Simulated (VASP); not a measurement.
MoS2, 3 atoms in the cell. The cell holds a slab with vacuum, 3 atoms: a = 3.355 Å, b = 3.355 Å, c = 32.412 Å, α = 90.00°, β = 90.00°, γ = 120.00°.  This cell differs from its parent crystal: biaxial strain +0.070.

- Program: VASP 6.6.1
- Task: relaxation of the atoms
- Functional: PBE
- Dispersion: D3(BJ)
- Potentials or basis: VASP PAW PBE potentials, release 64 (S, Mo_sv)
- Cutoff: 520 eV
- k mesh: 18 × 18 × 1
- Occupations: gaussian, width 0.1 eV
- Spin: no spin polarisation
- Dipole correction: yes
- Further INCAR settings: ALGO = Fast; EDIFF = 1e-06; IBRION = 2; EDIFFG = -0.01; NSW = 60

Potentials or basis: VASP PAW PBE potentials, release 64 (S, Mo_sv).

Launch:

```bash
$ cat potpaw_PBE.64/S/POTCAR potpaw_PBE.64/Mo_sv/POTCAR > POTCAR
$ mpirun -np 1 vasp_std > vasp.out
```

Hardware: 1 thread of Oxide Virtual Turin-like Processor, with other jobs on the host.

Q: How long does it take, and how much memory?

A: Run time: 18 min on 1 thread of Oxide Virtual Turin-like Processor, with other jobs on the host, peak memory 0.57 GiB. Counts: scf iterations 48, k points 37, ion steps 4.
